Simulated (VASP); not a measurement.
# Si (R-3m) in VASP: a series of runs, part 2 of 2

VASP 6.6.1. Earlier steps stand in the parts before.

### Step 3. Single point, PBEsol

INCAR reads:

```
PREC     = Accurate       # precision mode
ENCUT    = 520            # plane-wave cutoff, eV
EDIFF    = 1E-6           # SCF threshold, eV
ISMEAR   = 0              # smearing method
SIGMA    = 0.02           # smearing width, eV
LREAL    = F              # projectors in reciprocal space
LASPH    = T              # aspherical terms in the spheres
NELM     = 80             # most SCF steps
ALGO     = Normal         # electronic algorithm
ISIF     = 2              # what is computed and relaxed
LWAVE    = F              # write WAVECAR
LCHARG   = F              # write CHGCAR
GGA      = PS             # functional
NBANDS   = 11             # bands
ISYM     = 0
```

KPOINTS reads:

```
Automatic mesh
0
Gamma
  9 9 11
```

POSCAR reads:

```
Si
1.0
    3.8455650224      0.0000000000      0.0000000000
   -1.9227825112      3.3303570013      0.0000000000
    1.9227825112     -1.1101190004      3.1329823432
Si
2
Direct
    0.0000000000      0.0000000000      0.0000000000
    0.7500000000      0.2500000000      0.7500000000
```

Potentials or basis: VASP PAW PBE potentials, release 64 (Si).

Started as:

```bash
$ cat potpaw_PBE.64/Si/POTCAR > POTCAR
$ mpirun -np 1 vasp_std > vasp.out
```

OUTCAR:

```text
PREC = Accurate
   ENCUT = 520
   EDIFF = 1E-6
   ISMEAR = 0
   LREAL = F
   LASPH = T
   NELM = 80
   ISIF = 2
   GGA = PS
   ISYM = 0

 ion  position               nearest neighbor table
   1  0.000  0.000  0.000-   2 2.35   2 2.35   2 2.35   2 2.35
   2  0.750  0.250  0.750-   1 2.35   1 2.35   1 2.35   1 2.35

IMPORTANT INFORMATION: All symmetrisations will be switched off!
NOSYMM: (Re-)initialisation of all symmetry stuff for point group C_1.

----------------------------------------------------------------------------------------

                                     Primitive cell

  volume of cell :      40.1244

  direct lattice vectors                    reciprocal lattice vectors
     3.845565022  0.000000000  0.000000000     0.260039811  0.150134055 -0.106394897
    -1.922782511  3.330357001  0.000000000     0.000000000  0.300268109  0.106394897
     1.922782511 -1.110119000  3.132982343     0.000000000  0.000000000  0.319184691

  length of vectors
     3.845565022  3.845565022  3.839926450     0.318560530  0.318560530  0.319184691

  position of ions in fractional coordinates (direct lattice)
     0.000000000  0.000000000  0.000000000
     0.750000000  0.250000000  0.750000000

  ion indices of the primitive-cell ions
   primitive index   ion index
                 1           1
                 2           2

----------------------------------------------------------------------------------------

 KPOINTS: Automatic mesh

Automatic generation of k-mesh.
 Grid dimensions read from file:
 generate k-points for:    9    9   11

 Generating k-lattice:

  Cartesian coordinates                     Fractional coordinates (reciprocal lattice)
     0.028893312  0.016681562 -0.011821655     0.111111111 -0.000000000  0.000000000
     0.000000000  0.033363123  0.011821655     0.000000000  0.111111111  0.000000000
     0.000000000  0.000000000  0.029016790     0.000000000  0.000000000  0.090909091

  Length of vectors
     0.035395614  0.035395614  0.029016790

  Shift w.r.t. Gamma in fractional coordinates (k-lattice)
     0.000000000  0.000000000  0.000000000

 -----------------------------------------------------------------------------
|                                                                             |
|           W    W    AA    RRRRR   N    N  II  N    N   GGGG   !!!           |
|           W    W   A  A   R    R  NN   N  II  NN   N  G    G  !!!           |
|           W    W  A    A  R    R  N N  N  II  N N  N  G       !!!           |
|           W WW W  AAAAAA  RRRRR   N  N N  II  N  N N  G  GGG   !            |
|           WW  WW  A    A  R   R   N   NN  II  N   NN  G    G                |
|           W    W  A    A  R    R  N    N  II  N    N   GGGG   !!!           |
|                                                                             |
|     Your reciprocal lattice and k-lattice belong to different lattice       |
|     classes:                                                                |
|                                                                             |
|        The reciprocal lattice is rhombohedral (trigonal),                   |
|        whereas your k-lattice is base-centered monoclinic.                  |
|                                                                             |
|     Results are often still useful ...                                      |
|                                                                             |
 -----------------------------------------------------------------------------

 WARNING: IBZKPT: internal override: KBLOWUP is changed to .FALSE.
[... 41 lines left out ...]
   NGXF,Y,Z  is equivalent  to a cutoff of  25.94, 25.94, 25.98 a.u.
 SYSTEM =  unknown system
   PREC   = accura    normal or accurate (medium, high low for compatibility)
   ISTART =      0    job   : 0-new  1-cont  2-samecut
   ICHARG =      2    charge: 1-file 2-atom 10-const
   ISPIN  =      1    spin polarized calculation?
   LNONCOLLINEAR =      F non collinear calculations
   LSORBIT =      F    spin-orbit coupling
   LASPH  =      T    aspherical Exc in radial PAW
   ENCUT  =  520.0 eV  38.22 Ry    6.18 a.u.   7.15  7.15  7.14*2*pi/ulx,y,z
   NELM   =     80;   NELMIN=  2; NELMDL= -5     # of ELM steps
   EDIFF  = 0.1E-05   stopping-criterion for ELM
   LREAL  =      F    real-space projection
   EDIFFG = 0.1E-04   stopping-criterion for IOM
   NSW    =      0    number of steps for IOM
   IBRION =     -1    ionic relax: 0-MD 1-quasi-New 2-CG
   NFREE  =      0    steps in history (QN), initial steepest desc. (CG)
   ISIF   =      2    stress and relaxation
   ISYM   =      0    0-nonsym 1-usesym 2-fastsym
   POTIM  = 0.5000    time-step for ionic-motion
   TEBEG  =    0.0;   TEEND  =   0.0 temperature during run
   PSTRESS=    0.0 pullay stress
   NELECT =       8.0000    total number of electrons
   NUPDOWN=      -1.0000    fix difference up-down
   EMIN   =  10.00;   EMAX   =-10.00  energy-range for DOS
   EFERMI =   0.00;   METHOD = LEGACY
   ISMEAR =     0;   SIGMA  =   0.02  broadening in eV -4-tet -1-fermi 0-gaus
   EFERMI_NEDOS =   21; number of points for ismear=-14 and -15
   IALGO  =     38    algorithm
   IMIX   =      4    mixing-type and parameters
     AMIX     =   0.40;   BMIX     =  1.00
     AMIX_MAG =   1.60;   BMIX_MAG =  1.00
  volume/ion in A,a.u.               =      20.06       135.39
  Fermi-wavevector in a.u.,A,eV,Ry     =   0.956390  1.807316 12.445011  0.914683
  Thomas-Fermi vector in A             =   2.085314
   LORBIT       =      0    0 simple, 1 ext, 2 COOP (PROOUT), +10 PAW based schemes
   GGA     = PS    functional components
   LHFCALC =     F    Hartree Fock is set to
   AEXX    =    0.0000 exact exchange contribution
   IVDW    =     0    specifies the selected vdW correction
   LEPSILON=     F    determine dielectric tensor
   LRPA    =     F    only Hartree local field effects (RPA)
 non-spin polarized calculation
 Gauss-broadening in eV      SIGMA  =   0.02
  energy-cutoff  :      520.00
  volume of cell :       40.12
 maximum number of plane-waves:      1093
 NGX is ok and might be reduce to    30
   NGX = 15   NGY = 15   NGZ = 15

 number of electron       8.0000001 magnetization

 Free energy of the ion-electron system (eV)
  ---------------------------------------------------
  ext. energy  EPLUGINS =         0.00000000
  ---------------------------------------------------
  free energy    TOTEN  =       -11.49230702 eV

  energy without entropy =      -11.49230702  energy(sigma->0) =      -11.49230702

 E-fermi :   5.8825     XC(G=0):  -9.5456

 val. band max:        5.7725942593   @ k =   0.0000   0.0000   0.0000
 cond. band min:       6.2386717798   @ k =  -0.4444   0.4444   0.0000
 fundamental gap:      0.4660775205
 Fermi energy:         5.8825106863

 k-point     1 :       0.0000    0.0000    0.0000
  band No.  band energies     occupation
      1      -6.2070      2.00000
      2       5.7674      2.00000
      3       5.7674      2.00000
      4       5.7726      2.00000
      5       8.2744      0.00000
      6       8.2744      0.00000
      7       8.3072      0.00000
      8       9.0705      0.00000
      9      13.4564      0.00000
     10      13.4564      0.00000
     11      13.4711      0.00000
[... 309 lines left out ...]
 k-point    24 :       0.0000    0.3333    0.0000
  band No.  band energies     occupation
      1      -4.8280      2.00000
      2       0.4074      2.00000
      3       4.7678      2.00000
      4       4.7682      2.00000
      5       7.4606      0.00000
      6       9.2065      0.00000
      7       9.2325      0.00000
      8      13.4723      0.00000
      9      13.6814      0.00000
     10      13.7063      0.00000
     11      14.7299      0.00000

 [... further k-points ...]

------------------------ aborting loop because EDIFF is reached ----------------------------------------

  FORCE on cell =-STRESS in cart. coord.  units (eV):
  Direction    XX          YY          ZZ          XY          YZ          ZX
  --------------------------------------------------------------------------------------
  -------------------------------------------------------------------------------------
  Total       -0.0190915     -0.0190675      0.0897049      0.0000224     -0.0002156      0.0003721
  in kB       -0.7623283     -0.7613697      3.5819362      0.0008942     -0.0086103      0.0148599
  external PRESSURE =       0.6860794 kB  Pullay stress =       0.0000000 kB

 VOLUME and BASIS-vectors are now :
 -----------------------------------------------------------------------------
  energy-cutoff  :      520.00
  volume of cell :       40.12
      direct lattice vectors                 reciprocal lattice vectors
     3.845565022  0.000000000  0.000000000     0.260039811  0.150134055 -0.106394897
    -1.922782511  3.330357001  0.000000000     0.000000000  0.300268109  0.106394897
     1.922782511 -1.110119000  3.132982343     0.000000000  0.000000000  0.319184691

 POSITION                                       TOTAL-FORCE (eV/Angst)
 -----------------------------------------------------------------------------------
      0.00000      0.00000      0.00000         0.000076     -0.000044     -0.025901
      3.84557      0.00000      2.34974        -0.000076      0.000044      0.025901
 -----------------------------------------------------------------------------------
    total drift:                               -0.000000     -0.000000      0.000000

  FREE ENERGIE OF THE ION-ELECTRON SYSTEM (eV)
  ---------------------------------------------------
  free  energy   TOTEN  =       -11.4923070190 eV

  energy  without entropy=      -11.4923070190  energy(sigma->0) =      -11.49230702
```

Run time: 3.9 min. Hardware: 1 thread of Intel Xeon 8259CL, shared host; peak memory 0.28 GiB.

Results:

```
Free energy            : -11.4923 eV
Pressure               : 0.1 GPa
Largest force          : 0.026 eV/Å
Band gap on the k mesh : 0.47 eV (least direct gap 2.50 eV)
```

Forces on the atoms (eV/Å):
```
Si   0.000  0.000 -0.026
Si   0.000  0.000  0.026
```

Stress tensor (GPa, compression positive):
```
-0.08  0.00  0.00
 0.00 -0.08  0.00
 0.00  0.00  0.36
```

Caveat: the PAW data sets were made with another functional, which shifts forces and pressure a little; an odd mesh through Γ misses points on the zone boundary, where band edges can lie.
